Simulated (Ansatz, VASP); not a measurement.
One calculation of BaTe, two programs

POSCAR

```
BaTe
1.0
    0.0000000000      3.5333946272      3.5333946272
    3.5333946272      0.0000000000      3.5333946272
    3.5333946272      3.5333946272      0.0000000000
Ba Te
1 1
Direct
    0.0000000000      0.0000000000      0.0000000000
    0.5000000000      0.5000000000      0.5000000000
```

Contents of INCAR.step1:

```
PREC = Accurate ; ENCUT = 520
EDIFF = 1E-5 ; ISMEAR = 0
SIGMA = 0.01 ; LREAL = False
LASPH = True ; NELM = 60
ALGO = Normal ; ISIF = 2
LWAVE = True ; NBANDS = 15
GGA = PE
```

The input INCAR.step2:

```
PREC = Accurate ; ENCUT = 520
EDIFF = 1E-7 ; ISMEAR = 0
SIGMA = 0.01 ; LREAL = False
LASPH = True ; NELM = 60
ALGO = Normal ; ISIF = 2
LWAVE = False ; LCHARG = True
GGA = PE ; LHFCALC = True
AEXX = 0.25 ; PRECFOCK = Normal
LELF = True ; LVHAR = True
NBANDS = 15 ; ISTART = 1
```

Contents of KPOINTS:

```
Automatic mesh
0
Gamma
  4 4 4
```

Input for Ansatz:

```yaml
crystal:
  lattice:
    - [0.0, 3.5333946272, 3.5333946272]
    - [3.5333946272, 0.0, 3.5333946272]
    - [3.5333946272, 3.5333946272, 0.0]
  atoms:
    - { symbol: Ba, position: [0.0, 0.0, 0.0] }
    - { symbol: Te, position: [0.5, 0.5, 0.5] }
kpoints:
  mp_grid: { grid: [4, 4, 4] }
  band_path:
    path:
      - [0.0, 0.0, 0.0]
      - [0.5, 0.0, 0.5]
      - [0.625, 0.25, 0.625]
      - [0.375, 0.375, 0.75]
      - [0.5, 0.5, 0.5]
      - [0.5, 0.25, 0.75]
      - [0.0, 0.5, 0.5]
    npoints: 1
hamiltonian:
  xc: pbe0
scf:
  occupations: { method: fixed }
  n_extra_bands: 4
output:
  forces: true
  stress: true
  eigenvalues: true
```

Alike in both runs: task single point; functional PBE0; k mesh 4 × 4 × 4; no spin polarisation.

```csv
,VASP,Ansatz
version,VASP 6.6.1,Ansatz 0.2.0
potentials or method,"VASP PAW PBE potentials, release 64 (Ba_sv, Te)","plane waves, PAW"
plane-wave cutoff (eV),520,420
occupations,"gaussian, width 0.01 eV",fixed
valence electrons in the cell,16,26
```

```csv
,VASP,Ansatz,Ansatz less VASP
gap on the k mesh at the Fermi level (eV),2.98,3.00,+0.023
pressure (GPa),-0.1,-0.3,-0.16
```

VASP's potentials hold 16 valence electrons a cell and Ansatz's 26, so a difference there can come from the potentials and not from the codes. Ansatz's warnings: stress exchange threshold loose, stress scf threshold loose.

Spin-orbit coupling is off throughout.
